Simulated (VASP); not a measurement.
Write the native input for VASP 6.6.1 that does the following.

```yaml
Task: single point
Functional: HSE06
Potentials_or_basis: VASP PAW PBE potentials, release 64 (Mg, O)
Cutoff: 520 eV
k_mesh: 6 × 6 × 6
Occupations: gaussian, width 0.01 eV
Spin: no spin polarisation
Dipole_correction: no
Grid_for_exact_exchange_PRECFOCK: Normal
Further_INCAR_settings: ALGO = Normal; EDIFF = 1e-06; NBANDS = 11
Screening_parameter: 0.2079 1/Å
```

The system is MgO.

```
Mg O
1.0
     0.00000    2.41847    2.41847
     2.41847    0.00000    2.41847
     2.41847    2.41847    0.00000
Mg O
1 1
Direct
  0.00000 0.00000 0.00000
  0.25000 0.25000 0.25000
```

This cell differs from its parent crystal: strain +6.0%.

These files were run (other wordings do the same):

POSCAR

```
MgO
1.0
    0.0000000000      2.4184696010      2.4184696010
    2.4184696010      0.0000000000      2.4184696010
    2.4184696010      2.4184696010      0.0000000000
Mg O
1 1
Direct
    0.0000000000      0.0000000000      0.0000000000
    0.2500000000      0.2500000000      0.2500000000
```

INCAR.step1

```
SYSTEM = MgO
ALGO = Normal
EDIFF = 1E-5
ENCUT = 520
GGA = PE
ISIF = 2
ISMEAR = 0
LASPH = .TRUE.
LCHARG = .FALSE.
LREAL = .FALSE.
LWAVE = .TRUE.
NBANDS = 11
NELM = 100
PREC = Accurate
SIGMA = 0.01
```

INCAR.step2

```
SYSTEM = MgO
ALGO = Normal
EDIFF = 1E-6
ENCUT = 520
GGA = PE
HFSCREEN = 0.2079
ISIF = 2
ISMEAR = 0
ISTART = 1
LASPH = .TRUE.
LCHARG = .FALSE.
LHFCALC = .TRUE.
LREAL = .FALSE.
LWAVE = .FALSE.
NBANDS = 11
NELM = 100
PREC = Accurate
PRECFOCK = Normal
SIGMA = 0.01
```

KPOINTS

```
k-points
0
G
  6 6 6
  0 0 0
```

Potentials or basis: VASP PAW PBE potentials, release 64 (Mg, O).

Run with:

```bash
$ cat potpaw_PBE.64/Mg/POTCAR potpaw_PBE.64/O/POTCAR > POTCAR
$ cp INCAR.step1 INCAR
$ mpirun -np 1 vasp_std > vasp.out
$ cp INCAR.step2 INCAR
$ mpirun -np 1 vasp_std > vasp.out
```

It gave:

```json
{"Pressure": "-15.7 GPa", "Band gap on the k mesh": "4.22 eV, direct"}
```

Caveat: the cell differs from its parent crystal (strain +6.0%); the PAW data sets were made with another functional, which shifts forces and pressure a little.

Wall time 12 min on 1 thread of Intel Xeon 6975P-C, on a shared host, peak memory 0.27 GiB.
